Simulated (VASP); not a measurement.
# Na2Rh (P-3m1) in VASP: notebook

The runs below take Na2Rh through single point, relaxation of cell and atoms, with PBE.

All numbers are computed with VASP 6.6.1; they aren't measurements. Logs are shortened: lines on timing, memory, paths and dates and some standing lists are left out, and cuts for length are marked.

## (1) The cell of the first run

It takes space group P-3m1 (No. 164, trigonal). The conventional cell has a = 2.926 Å, b = 2.926 Å, c = 8.116 Å, α = 90.00°, β = 90.00°, γ = 120.00°. Na (site symmetry 3m) has 9 Na at 2.93 to 3.74 Å and 3 Rh at 2.93 Å within 3.9 Å. Rh (site symmetry -3m) has 6 Rh at 2.93 Å and 6 Na at 2.93 Å within 3.9 Å.

The cell was built from a structure type or drawn by symmetry, and may not be a known phase.

## (2) Single point, PBE

Input file INCAR:

```
ALGO = Fast ; EDIFF = 1E-7
ENCUT = 520 ; GGA = PE
ISIF = 2 ; ISMEAR = 0
LASPH = T ; LCHARG = T
LELF = T ; LREAL = F
LVHAR = T ; LWAVE = F
NBANDS = 22 ; NELM = 60
PREC = Accurate ; SIGMA = 0.1
```

Input file KPOINTS:

```
k-points
0
Gamma
  6 6 2
```

Input file POSCAR:

```
Na2Rh
1.0
    2.9258958648      0.0000000000      0.0000000000
   -1.4629479324      2.5339001477      0.0000000000
    0.0000000000      0.0000000000      8.1160730824
Na Rh
2 1
Direct
    0.6666666667      0.3333333333      0.7053174414
    0.3333333333      0.6666666667      0.2946825586
    0.0000000000      0.0000000000      0.0000000000
```

Potentials or basis: VASP PAW PBE potentials, release 64 (Na_pv, Rh_pv).

Run with:

```sh
$ cat potpaw_PBE.64/Na_pv/POTCAR potpaw_PBE.64/Rh_pv/POTCAR > POTCAR
$ mpirun -np 1 vasp_std > vasp.out
```

OUTCAR:

```text
EDIFF = 1E-7
   ENCUT = 520
   GGA = PE
   ISIF = 2
   ISMEAR = 0
   LASPH = T
   LREAL = F
   NELM = 60
   PREC = Accurate

 ion  position               nearest neighbor table
   1  0.667  0.333  0.705-   3 2.93   3 2.93   3 2.93
   2  0.333  0.667  0.295-   3 2.93   3 2.93   3 2.93
   3  0.000  0.000  0.000-   1 2.93   2 2.93   2 2.93   1 2.93   1 2.93   2 2.93

  LATTYP: Found a hexagonal cell.
 ALAT       =     2.9258958648
 C/A-ratio  =     2.7738762613

  Lattice vectors:

 A1 = (   2.9258958648,   0.0000000000,   0.0000000000)
 A2 = (  -1.4629479324,   2.5339001477,   0.0000000000)
 A3 = (   0.0000000000,   0.0000000000,   8.1160730824)

Analysis of symmetry for initial positions (statically):
=====================================================================
 Subroutine PRICEL returns:
 Original cell was already a primitive cell.

 Routine SETGRP: Setting up the symmetry group for a
 hexagonal supercell.

 Subroutine GETGRP returns: Found 12 space group operations
 (whereof 12 operations were pure point group operations)
 out of a pool of 24 trial point group operations.

The static configuration has the point symmetry D_3d.

Analysis of symmetry for dynamics (positions and initial velocities):
=====================================================================
 Subroutine PRICEL returns:
 Original cell was already a primitive cell.

 Routine SETGRP: Setting up the symmetry group for a
 hexagonal supercell.

 Subroutine GETGRP returns: Found 12 space group operations
 (whereof 12 operations were pure point group operations)
 out of a pool of 24 trial point group operations.

The dynamic configuration has the point symmetry D_3d.

 Subroutine INISYM returns: Found 12 space group operations
 (whereof 12 operations are pure point group operations),
 and found     1 'primitive' translations

----------------------------------------------------------------------------------------

                                     Primitive cell

  volume of cell :      60.1720

  direct lattice vectors                    reciprocal lattice vectors
     2.925895865  0.000000000  0.000000000     0.341775663  0.197324271  0.000000000
    -1.462947932  2.533900148  0.000000000     0.000000000  0.394648542  0.000000000
     0.000000000  0.000000000  8.116073082     0.000000000  0.000000000  0.123212296

  length of vectors
     2.925895865  2.925895865  8.116073082     0.394648542  0.394648542  0.123212296

  position of ions in fractional coordinates (direct lattice)
     0.666666667  0.333333333  0.705317441
     0.333333333  0.666666667  0.294682559
     0.000000000  0.000000000  0.000000000

  ion indices of the primitive-cell ions
   primitive index   ion index
                 1           1
                 2           2
                 3           3

----------------------------------------------------------------------------------------

 KPOINTS: k-points

Automatic generation of k-mesh.
 Grid dimensions read from file:
 generate k-points for:    6    6    2

 Generating k-lattice:

  Cartesian coordinates                     Fractional coordinates (reciprocal lattice)
     0.056962611  0.032887379  0.000000000     0.166666667  0.000000000  0.000000000
     0.000000000  0.065774757  0.000000000     0.000000000  0.166666667  0.000000000
     0.000000000  0.000000000  0.061606148     0.000000000  0.000000000  0.500000000

  Length of vectors
     0.065774757  0.065774757  0.061606148

  Shift w.r.t. Gamma in fractional coordinates (k-lattice)
     0.000000000  0.000000000  0.000000000

 Subroutine IBZKPT returns following result:
 ===========================================

 Found     14 irreducible k-points:

 Following reciprocal coordinates:
            Coordinates               Weight
  0.000000  0.000000  0.000000      1.000000
  0.166667  0.000000  0.000000      6.000000
  0.333333  0.000000  0.000000      6.000000
  0.500000  0.000000  0.000000      3.000000
  0.166667  0.166667  0.000000      6.000000
  0.333333  0.166667  0.000000     12.000000
  0.333333  0.333333  0.000000      2.000000
  0.000000  0.000000  0.500000      1.000000
  0.166667  0.000000  0.500000      6.000000
  0.333333  0.000000  0.500000      6.000000
  0.500000  0.000000  0.500000      3.000000
  0.166667  0.166667  0.500000      6.000000
  0.333333  0.166667  0.500000     12.000000
  0.333333  0.333333  0.500000      2.000000
   k-points           NKPTS =     14   k-points in BZ     NKDIM =     14   number of bands    NBANDS=     22
   number of dos      NEDOS =    301   number of ions     NIONS =      3
   total plane-waves  NPLWV =  34560
   dimension x,y,z NGX =    24 NGY =   24 NGZ =   60
   dimension x,y,z NGXF=    48 NGYF=   48 NGZF=  120
   ions per type =               2   1
   NGX,Y,Z   is equivalent  to a cutoff of  13.64, 13.64, 12.29 a.u.
   NGXF,Y,Z  is equivalent  to a cutoff of  27.27, 27.27, 24.58 a.u.
 SYSTEM =  unknown system
   PREC   = accura    normal or accurate (medium, high low for compatibility)
   ISTART =      0    job   : 0-new  1-cont  2-samecut
   ICHARG =      2    charge: 1-file 2-atom 10-const
   ISPIN  =      1    spin polarized calculation?
   LNONCOLLINEAR =      F non collinear calculations
   LSORBIT =      F    spin-orbit coupling
   LASPH  =      T    aspherical Exc in radial PAW
   ENCUT  =  520.0 eV  38.22 Ry    6.18 a.u.   5.44  5.44 15.09*2*pi/ulx,y,z
   NELM   =     60;   NELMIN=  2; NELMDL= -5     # of ELM steps
   EDIFF  = 0.1E-06   stopping-criterion for ELM
   LREAL  =      F    real-space projection
   EDIFFG = 0.1E-05   stopping-criterion for IOM
   NSW    =      0    number of steps for IOM
   IBRION =     -1    ionic relax: 0-MD 1-quasi-New 2-CG
   NFREE  =      0    steps in history (QN), initial steepest desc. (CG)
   ISIF   =      2    stress and relaxation
   ISYM   =      2    0-nonsym 1-usesym 2-fastsym
   POTIM  = 0.5000    time-step for ionic-motion
   TEBEG  =    0.0;   TEEND  =   0.0 temperature during run
   PSTRESS=    0.0 pullay stress
   NELECT =      29.0000    total number of electrons
   NUPDOWN=      -1.0000    fix difference up-down
   EMIN   =  10.00;   EMAX   =-10.00  energy-range for DOS
   EFERMI =   0.00;   METHOD = LEGACY
   ISMEAR =     0;   SIGMA  =   0.10  broadening in eV -4-tet -1-fermi 0-gaus
   EFERMI_NEDOS =   21; number of points for ismear=-14 and -15
   IALGO  =     68    algorithm
   IMIX   =      4    mixing-type and parameters
     AMIX     =   0.40;   BMIX     =  1.00
     AMIX_MAG =   1.60;   BMIX_MAG =  1.00
  volume/ion in A,a.u.               =      20.06       135.35
  Fermi-wavevector in a.u.,A,eV,Ry     =   1.283540  2.425539 22.415256  1.647475
  Thomas-Fermi vector in A             =   2.415787
   LORBIT       =      0    0 simple, 1 ext, 2 COOP (PROOUT), +10 PAW based schemes
   GGA     = PE    functional components
   LHFCALC =     F    Hartree Fock is set to
   AEXX    =    0.0000 exact exchange contribution
   IVDW    =     0    specifies the selected vdW correction
   LEPSILON=     F    determine dielectric tensor
   LRPA    =     F    only Hartree local field effects (RPA)
 non-spin polarized calculation
 RMM-DIIS sequential band-by-band and
 Gauss-broadening in eV      SIGMA  =   0.10
  energy-cutoff  :      520.00
  volume of cell :       60.17
 maximum number of plane-waves:      1674
 NGX is ok and might be reduce to    24
   NGX = 11   NGY = 11   NGZ = 31

 number of electron      29.0000003 magnetization

 Free energy of the ion-electron system (eV)
  ---------------------------------------------------
  ext. energy  EPLUGINS =         0.00000000
  ---------------------------------------------------
  free energy    TOTEN  =        -8.83568901 eV

  energy without entropy =       -8.82326583  energy(sigma->0) =       -8.82947742

 E-fermi :   3.6249     XC(G=0):  -9.3498

 val. band max:        3.5694507517   @ k =   0.1667   0.0000   0.0000
 cond. band min:       3.6858971866   @ k =   0.0000   0.0000   0.5000
 fundamental gap:      0.1164464349
 Fermi energy:         3.6248707365

 k-point     1 :       0.0000    0.0000    0.0000
  band No.  band energies     occupation
      1     -41.8586      2.00000
      2     -41.8586      2.00000
      3     -41.5036      2.00000
      4     -20.7255      2.00000
      5     -20.6961      2.00000
      6     -20.6768      2.00000
[... 14 lines left out ...]
     21      20.0086      0.00000
     22      20.0146      0.00000

 k-point     2 :       0.1667    0.0000    0.0000
  band No.  band energies     occupation
      1     -41.9164      2.00000
      2     -41.8728      2.00000
      3     -41.4960      2.00000
      4     -20.7471      2.00000
      5     -20.7462      2.00000
      6     -20.7110      2.00000
[... 14 lines left out ...]
     21      16.6562      0.00000
     22      18.0246      0.00000

 k-point     3 :       0.3333    0.0000    0.0000
  band No.  band energies     occupation
      1     -42.0307      2.00000
      2     -41.9012      2.00000
      3     -41.4807      2.00000
      4     -20.8855      2.00000
      5     -20.8826      2.00000
      6     -20.7222      2.00000
[... 14 lines left out ...]
     21      12.8795      0.00000
     22      13.0689      0.00000

 k-point     4 :       0.5000    0.0000    0.0000
  band No.  band energies     occupation
      1     -42.0873      2.00000
      2     -41.9154      2.00000
      3     -41.4731      2.00000
      4     -20.9533      2.00000
      5     -20.9494      2.00000
      6     -20.7373      2.00000
[... 14 lines left out ...]
     21      12.9087      0.00000
     22      13.8458      0.00000

 k-point     5 :       0.1667    0.1667    0.0000
  band No.  band energies     occupation
      1     -41.9915      2.00000
      2     -41.9051      2.00000
      3     -41.4845      2.00000
      4     -20.8376      2.00000
      5     -20.8360      2.00000
      6     -20.7280      2.00000
[... 14 lines left out ...]
     21      13.2702      0.00000
     22      15.8642      0.00000

 k-point     6 :       0.3333    0.1667    0.0000
  band No.  band energies     occupation
      1     -42.0585      2.00000
      2     -41.9448      2.00000
      3     -41.4731      2.00000
      4     -20.9170      2.00000
      5     -20.9139      2.00000
      6     -20.7739      2.00000
[... 14 lines left out ...]
     21      12.7301      0.00000
     22      12.9895      0.00000

 k-point     7 :       0.3333    0.3333    0.0000
  band No.  band energies     occupation
      1     -42.0196      2.00000
      2     -42.0196      2.00000
      3     -41.4692      2.00000
      4     -20.8681      2.00000
      5     -20.8645      2.00000
      6     -20.8645      2.00000
[... 14 lines left out ...]
     21      10.1226      0.00000
     22      11.9566      0.00000

 k-point     8 :       0.0000    0.0000    0.5000
  band No.  band energies     occupation
      1     -41.8586      2.00000
      2     -41.8586      2.00000
      3     -41.5036      2.00000
      4     -20.7217      2.00000
      5     -20.6999      2.00000
      6     -20.6767      2.00000
[... 14 lines left out ...]
     21      19.8687      0.00000
     22      20.3511      0.00000

 k-point     9 :       0.1667    0.0000    0.5000
  band No.  band energies     occupation
      1     -41.9164      2.00000
      2     -41.8728      2.00000
      3     -41.4960      2.00000
      4     -20.7472      2.00000
      5     -20.7463      2.00000
      6     -20.7083      2.00000
[... 14 lines left out ...]
     21      15.6673      0.00000
     22      16.2029      0.00000

 k-point    10 :       0.3333    0.0000    0.5000
  band No.  band energies     occupation
      1     -42.0307      2.00000
      2     -41.9012      2.00000
      3     -41.4807      2.00000
      4     -20.8848      2.00000
      5     -20.8835      2.00000
      6     -20.7224      2.00000
[... 14 lines left out ...]
     21      14.3143      0.00000
     22      15.0985      0.00000

 k-point    11 :       0.5000    0.0000    0.5000
  band No.  band energies     occupation
      1     -42.0873      2.00000
      2     -41.9154      2.00000
      3     -41.4731      2.00000
      4     -20.9521      2.00000
      5     -20.9506      2.00000
      6     -20.7375      2.00000
[... 14 lines left out ...]
     21      11.6394      0.00000
     22      12.2844      0.00000

 k-point    12 :       0.1667    0.1667    0.5000
  band No.  band energies     occupation
      1     -41.9915      2.00000
      2     -41.9051      2.00000
      3     -41.4845      2.00000
      4     -20.8369      2.00000
      5     -20.8367      2.00000
      6     -20.7279      2.00000
[... 14 lines left out ...]
     21      14.2891      0.00000
     22      14.9517      0.00000

 k-point    13 :       0.3333    0.1667    0.5000
  band No.  band energies     occupation
      1     -42.0585      2.00000
      2     -41.9448      2.00000
      3     -41.4731      2.00000
      4     -20.9161      2.00000
      5     -20.9148      2.00000
      6     -20.7739      2.00000
[... 14 lines left out ...]
     21      12.5049      0.00000
     22      12.6579      0.00000

 k-point    14 :       0.3333    0.3333    0.5000
  band No.  band energies     occupation
      1     -42.0196      2.00000
      2     -42.0196      2.00000
      3     -41.4692      2.00000
      4     -20.8670      2.00000
      5     -20.8645      2.00000
      6     -20.8645      2.00000
[... 14 lines left out ...]
     21      10.9342      0.00000
     22      12.5169      0.00000

------------------------ aborting loop because EDIFF is reached ----------------------------------------

  FORCE on cell =-STRESS in cart. coord.  units (eV):
  Direction    XX          YY          ZZ          XY          YZ          ZX
  --------------------------------------------------------------------------------------
  -------------------------------------------------------------------------------------
  Total        0.0192331      0.0192331      0.0200185      0.0000000      0.0000000      0.0000000
  in kB        0.5121131      0.5121131      0.5330259      0.0000000      0.0000000      0.0000000
  external PRESSURE =       0.5190840 kB  Pullay stress =       0.0000000 kB

 VOLUME and BASIS-vectors are now :
 -----------------------------------------------------------------------------
  energy-cutoff  :      520.00
  volume of cell :       60.17
      direct lattice vectors                 reciprocal lattice vectors
     2.925895865  0.000000000  0.000000000     0.341775663  0.197324271  0.000000000
    -1.462947932  2.533900148  0.000000000     0.000000000  0.394648542  0.000000000
     0.000000000  0.000000000  8.116073082     0.000000000  0.000000000  0.123212296

 POSITION                                       TOTAL-FORCE (eV/Angst)
 -----------------------------------------------------------------------------------
      1.46295      0.84463      5.72441         0.000000      0.000000     -0.008268
     -0.00000      1.68927      2.39167        -0.000000      0.000000      0.008268
      0.00000      0.00000      0.00000         0.000000      0.000000      0.000000
 -----------------------------------------------------------------------------------
    total drift:                                0.000000     -0.000000      0.000000

  FREE ENERGIE OF THE ION-ELECTRON SYSTEM (eV)
  ---------------------------------------------------
  free  energy   TOTEN  =        -8.8356890116 eV

  energy  without entropy=       -8.8232658334  energy(sigma->0) =       -8.82947742
```

Wall time 34 s (1 thread of Intel Xeon 8259CL, shared host); peak memory 0.18 GiB.

What came out:

```yaml
Free_energy: -8.8357 eV
Pressure: 0.1 GPa
Largest_force: 0.008 eV/Å
Band_gap_on_the_k_mesh: zero (an odd number of electrons rules out a gap without spin polarisation)
```

Forces on the atoms (eV/Å):
```
Na   0.000  0.000 -0.008
Na   0.000  0.000  0.008
Rh   0.000  0.000  0.000
```

Levels at points of the mesh, in eV from the Fermi level:
```
           k point  band 12  band 13  band 14  band 15  band 16  band 17
(0.00, 0.00, 0.00)    -1.68    -1.49    -1.49    -1.26     0.06     0.06
(0.50, 0.00, 0.00)    -1.01    -0.39     0.78     1.40     2.50     3.36
(0.00, 0.00, 0.50)    -2.47    -1.49    -1.49     0.06     0.06     0.64
(0.50, 0.00, 0.50)    -0.98    -0.39     0.78     1.58     2.12     2.89
```

Caveat: the k points lie up to 0.41 Å⁻¹ apart, too coarse for converged energies and pressures of a metal.

## (3) Single point, PBE

This run uses another cell than the first one, of 29.79 Å³/atom.

Input file INCAR:

```
SYSTEM = Na2Rh
PREC     = Accurate       ! precision mode
ENCUT    = 520            ! plane-wave cutoff, eV
EDIFF    = 1E-6           ! SCF threshold, eV
ISMEAR   = 0              ! smearing method
SIGMA    = 0.1            ! smearing width, eV
LREAL    = .FALSE.        ! projectors in reciprocal space
LASPH    = .TRUE.         ! aspherical terms in the spheres
NELM     = 60             ! most SCF steps
ALGO     = Normal         ! electronic algorithm
ISIF     = 2              ! what is computed and relaxed
LWAVE    = .FALSE.        ! write WAVECAR
LCHARG   = .FALSE.        ! write CHGCAR
GGA      = PE             ! functional
NBANDS   = 22             ! bands
```

Input file KPOINTS:

```
Automatic mesh
0
G
  6 6 2
  0 0 0
```

Input file POSCAR:

```
Na2Rh
1.0
    3.5497516600      0.0000000000      0.0000000000
   -1.7748758300      3.0741751100      0.0000000000
    0.0000000000      0.0000000000      8.1904765400
Na Rh
2 1
Direct
    0.6666666700      0.3333333300      0.6897748500
    0.3333333300      0.6666666700      0.3102251500
    0.0000000000      0.0000000000      0.0000000000
```

Potentials or basis: VASP PAW PBE potentials, release 64 (Na_pv, Rh_pv).

Run with:

```sh
$ cat potpaw_PBE.64/Na_pv/POTCAR potpaw_PBE.64/Rh_pv/POTCAR > POTCAR
$ mpirun -np 1 vasp_std > vasp.out
```

Run time: 42 s. Hardware: 1 thread of Intel Xeon 8259CL, shared host; peak memory 0.22 GiB.

It converged, with:

| Item | Value |
| --- | --- |
| Free energy | -7.7476 eV |
| Pressure | -6.0 GPa |
| Largest force | 0.657 eV/Å |
| Band gap on the k mesh | zero (an odd number of electrons rules out a gap without spin polarisation) |

Forces on the atoms (eV/Å):
```
Na   0.000  0.000  0.657
Na   0.000  0.000 -0.657
Rh   0.000  0.000  0.000
```

Stress tensor (GPa, compression positive):
```
-6.80  0.00  0.00
 0.00 -6.80  0.00
 0.00  0.00 -4.54
```

Levels at points of the mesh, in eV from the Fermi level:
```csv
k point,band 11,band 12,band 13,band 14,band 15,band 16,band 17,band 18
"(0.00, 0.00, 0.00)",-1.66,-0.61,-0.61,-0.54,-0.29,0.01,0.01,5.65
"(0.50, 0.00, 0.00)",-1.02,-0.54,-0.17,0.28,1.05,1.57,2.80,3.11
"(0.00, 0.00, 0.50)",-2.49,-1.01,-0.61,-0.61,0.01,0.01,1.79,2.94
"(0.50, 0.00, 0.50)",-1.05,-0.46,-0.17,0.28,1.24,1.64,1.89,2.52
```

Caveat: the k points lie up to 0.38 Å⁻¹ apart, too coarse for converged energies and pressures of a metal.

[end of part 1 of 2]
